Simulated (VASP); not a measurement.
# CdS (F-43m) in VASP: single point with HSE06

Aim: the single point of CdS with HSE06.

Everything below comes from runs of VASP 6.6.1. Logs are shortened: lines on timing, memory, paths and dates and some standing lists are left out, and cuts for length are marked.

## Step 1: The cell of the first run

The structure is cubic, space group F-43m (No. 216). Conventional cell: a = 5.878 Å, b = 5.878 Å, c = 5.878 Å, α = 90.00°, β = 90.00°, γ = 90.00°. Within 3.4 Å of Cd (site symmetry -43m) lie 4 S at 2.55 Å. Within 3.4 Å of S (site symmetry -43m) lie 4 Cd at 2.55 Å.

## Step 2: Single point, HSE06

The input, POSCAR:

```
CdS
1.0
    0.0000000000      2.9392148400      2.9392148400
    2.9392148400      0.0000000000      2.9392148400
    2.9392148400      2.9392148400      0.0000000000
Cd S
1 1
Direct
    0.0000000000      0.0000000000      0.0000000000
    0.2500000000      0.2500000000      0.2500000000
```

The input, INCAR.step1:

```
PREC     = Accurate       # precision mode
ENCUT    = 520            # plane-wave cutoff, eV
EDIFF    = 1E-5           # SCF threshold, eV
ISMEAR   = 0              # smearing method
SIGMA    = 0.01           # smearing width, eV
LREAL    = False          # projectors in reciprocal space
LASPH    = True           # aspherical terms in the spheres
NELM     = 80             # most SCF steps
ALGO     = Normal         # electronic algorithm
ISIF     = 2              # what is computed and relaxed
LWAVE    = True           # write WAVECAR
LCHARG   = False          # write CHGCAR
GGA      = PE             # functional
NBANDS   = 16             # bands
```

The input, INCAR.step2:

```
PREC     = Accurate       # precision mode
ENCUT    = 520            # plane-wave cutoff, eV
EDIFF    = 1E-7           # SCF threshold, eV
ISMEAR   = 0              # smearing method
SIGMA    = 0.01           # smearing width, eV
LREAL    = False          # projectors in reciprocal space
LASPH    = True           # aspherical terms in the spheres
NELM     = 80             # most SCF steps
ALGO     = Normal         # electronic algorithm
ISIF     = 2              # what is computed and relaxed
LWAVE    = False          # write WAVECAR
LCHARG   = False          # write CHGCAR
GGA      = PE             # functional
LHFCALC  = True           # exact exchange
HFSCREEN = 0.2079         # screening, 1/A
PRECFOCK = Normal       
ISTART   = 1            
NBANDS   = 16             # bands
```

The input, KPOINTS:

```
Automatic mesh
0
Gamma
  6 6 6
```

Potentials or basis: VASP PAW PBE potentials, release 64 (Cd, S).

Started as:

```sh
cat potpaw_PBE.64/Cd/POTCAR potpaw_PBE.64/S/POTCAR > POTCAR
cp INCAR.step1 INCAR
mpirun -np 1 vasp_std > vasp.out
cp INCAR.step2 INCAR
mpirun -np 1 vasp_std > vasp.out
```

OUTCAR:

```text
PREC = Accurate
   ENCUT = 520
   EDIFF = 1E-7
   ISMEAR = 0
   LREAL = False
   LASPH = True
   NELM = 80
   ISIF = 2
   GGA = PE
   LHFCALC = True
   HFSCREEN = 0.2079
   PRECFOCK = Normal
   ISTART = 1

 ion  position               nearest neighbor table
   1  0.000  0.000  0.000-   2 2.55   2 2.55   2 2.55   2 2.55
   2  0.250  0.250  0.250-   1 2.55   1 2.55   1 2.55   1 2.55

  LATTYP: Found a face centered cubic cell.
 ALAT       =     5.8784296800

  Lattice vectors:

 A1 = (   0.0000000000,   2.9392148400,   2.9392148400)
 A2 = (   2.9392148400,   0.0000000000,   2.9392148400)
 A3 = (   2.9392148400,   2.9392148400,   0.0000000000)

Analysis of symmetry for initial positions (statically):
=====================================================================
 Subroutine PRICEL returns:
 Original cell was already a primitive cell.

 Routine SETGRP: Setting up the symmetry group for a
 face centered cubic supercell.

 Subroutine GETGRP returns: Found 24 space group operations
 (whereof 24 operations were pure point group operations)
 out of a pool of 48 trial point group operations.

The static configuration has the point symmetry T_d .

Analysis of symmetry for dynamics (positions and initial velocities):
=====================================================================
 Subroutine PRICEL returns:
 Original cell was already a primitive cell.

 Routine SETGRP: Setting up the symmetry group for a
 face centered cubic supercell.

 Subroutine GETGRP returns: Found 24 space group operations
 (whereof 24 operations were pure point group operations)
 out of a pool of 48 trial point group operations.

The dynamic configuration has the point symmetry T_d .

 Subroutine INISYM returns: Found 24 space group operations
 (whereof 24 operations are pure point group operations),
 and found     1 'primitive' translations

----------------------------------------------------------------------------------------

                                     Primitive cell

  volume of cell :      50.7837

  direct lattice vectors                    reciprocal lattice vectors
     0.000000000  2.939214840  2.939214840    -0.170113458  0.170113458  0.170113458
     2.939214840  0.000000000  2.939214840     0.170113458 -0.170113458  0.170113458
     2.939214840  2.939214840  0.000000000     0.170113458  0.170113458 -0.170113458

  length of vectors
[... 80 lines left out ...]
   ISYM   =      3    0-nonsym 1-usesym 2-fastsym
   POTIM  = 0.5000    time-step for ionic-motion
   TEBEG  =    0.0;   TEEND  =   0.0 temperature during run
   PSTRESS=    0.0 pullay stress
   NELECT =      18.0000    total number of electrons
   NUPDOWN=      -1.0000    fix difference up-down
   EMIN   =  10.00;   EMAX   =-10.00  energy-range for DOS
   EFERMI =   0.00;   METHOD = LEGACY
   ISMEAR =     0;   SIGMA  =   0.01  broadening in eV -4-tet -1-fermi 0-gaus
   EFERMI_NEDOS =   21; number of points for ismear=-14 and -15
   IALGO  =     38    algorithm
   IMIX   =      1    mixing-type and parameters
     AMIX     =   0.40;   BMIX     =  1.00
     AMIX_MAG =   1.60;   BMIX_MAG =  1.00
  volume/ion in A,a.u.               =      25.39       171.35
  Fermi-wavevector in a.u.,A,eV,Ry     =   1.158575  2.189390 18.263062  1.342297
  Thomas-Fermi vector in A             =   2.295176
   LORBIT       =      0    0 simple, 1 ext, 2 COOP (PROOUT), +10 PAW based schemes
   GGA     = PE    functional components
   LHFCALC =     T    Hartree Fock is set to
   PRECFOCK=normal    Normal, Fast or Accurate (Low or Medium for compatibility)
   ENCUT4O =  -1.0   cutoff for four orbital integrals eV
   NKREDX  =     1    reduce k-point grid by
   NKREDY  =     1    reduce k-point grid by
   NKREDZ  =     1    reduce k-point grid by
   AEXX    =    0.2500 exact exchange contribution
   HFSCREEN=    0.2079 screening length (either q_TF or 0.3 A-1)
   HFSCREENC=   0.2079 screening length for correlation (either q_TF or 0.3 A-1)
   ENCUTFOCK=  -1.0 apply spherical cutoff to Coloumb kernel
   IVDW    =     0    specifies the selected vdW correction
   LEPSILON=     F    determine dielectric tensor
   LRPA    =     F    only Hartree local field effects (RPA)
 non-spin polarized calculation
 Gauss-broadening in eV      SIGMA  =   0.01
  energy-cutoff  :      520.00
  volume of cell :       50.78
 maximum number of plane-waves:      1381
  NGX = 24; NGY = 24; NGZ = 24

 number of electron      18.0000005 magnetization

 Free energy of the ion-electron system (eV)
  ---------------------------------------------------
  ext. energy  EPLUGINS =         0.00000000
  ---------------------------------------------------
  free energy    TOTEN  =        -7.62039430 eV

  energy without entropy =       -7.62039430  energy(sigma->0) =       -7.62039430

 E-fermi :   0.5633     XC(G=0):  -7.5070

 val. band max:        0.4713015127   @ k =   0.0000   0.0000   0.0000
 cond. band min:       2.5812568686   @ k =   0.0000   0.0000   0.0000
 fundamental gap:      2.1099553560
 Fermi energy:         0.5632978560

 k-point     1 :       0.0000    0.0000    0.0000
  band No.  band energies     occupation
      1     -12.9428      2.00000
      2      -8.3080      2.00000
      3      -8.3080      2.00000
      4      -8.3080      2.00000
      5      -7.8554      2.00000
      6      -7.8554      2.00000
[... 281 lines left out ...]
      3      -8.0578      2.00000
      4      -7.9306      2.00000
      5      -7.8176      2.00000
      6      -7.2490      2.00000
[... 8 lines left out ...]
     15      15.0602      0.00000
     16      15.1052      0.00000

------------------------ aborting loop because EDIFF is reached ----------------------------------------

  FORCE on cell =-STRESS in cart. coord.  units (eV):
  Direction    XX          YY          ZZ          XY          YZ          ZX
  --------------------------------------------------------------------------------------
  -------------------------------------------------------------------------------------
  Total        0.1655038      0.1655038      0.1655038      0.0000000      0.0000000      0.0000000
  in kB        5.2214906      5.2214906      5.2214906      0.0000000      0.0000000      0.0000000
  external PRESSURE =       5.2214906 kB  Pullay stress =       0.0000000 kB

 VOLUME and BASIS-vectors are now :
 -----------------------------------------------------------------------------
  energy-cutoff  :      520.00
  volume of cell :       50.78
      direct lattice vectors                 reciprocal lattice vectors
     0.000000000  2.939214840  2.939214840    -0.170113458  0.170113458  0.170113458
     2.939214840  0.000000000  2.939214840     0.170113458 -0.170113458  0.170113458
     2.939214840  2.939214840  0.000000000     0.170113458  0.170113458 -0.170113458

 POSITION                                       TOTAL-FORCE (eV/Angst)
 -----------------------------------------------------------------------------------
      0.00000      0.00000      0.00000         0.000000      0.000000      0.000000
      1.46961      1.46961      1.46961        -0.000000     -0.000000     -0.000000
 -----------------------------------------------------------------------------------
    total drift:                                0.000025      0.000027      0.000018

  FREE ENERGIE OF THE ION-ELECTRON SYSTEM (eV)
  ---------------------------------------------------
  free  energy   TOTEN  =        -7.6203943010 eV

  energy  without entropy=       -7.6203943010  energy(sigma->0) =       -7.62039430
```

OUTCAR.step1:

```text
PREC = Accurate
   ENCUT = 520
   EDIFF = 1E-5
   ISMEAR = 0
   LREAL = False
[... 515 lines left out ...]
      0.00000      0.00000      0.00000        -0.000000     -0.000000     -0.000000
      1.46961      1.46961      1.46961         0.000000      0.000000      0.000000
 -----------------------------------------------------------------------------------
    total drift:                               -0.000000     -0.000000     -0.000000

  FREE ENERGIE OF THE ION-ELECTRON SYSTEM (eV)
  ---------------------------------------------------
  free  energy   TOTEN  =        -6.1371233476 eV

  energy  without entropy=       -6.1371233476  energy(sigma->0) =       -6.13712335
```

Run time: 44 min. Hardware: 1 thread of Intel Xeon Platinum 8375C at 2.90GHz (Ice Lake), shared host; peak memory 0.3 GiB.

What came out:

```yaml
Free_energy: -7.6204 eV
Pressure: 0.5 GPa
Band_gap_on_the_k_mesh: 2.11 eV
```

Caveat: the PAW data sets were made with another functional, which shifts forces and pressure a little.
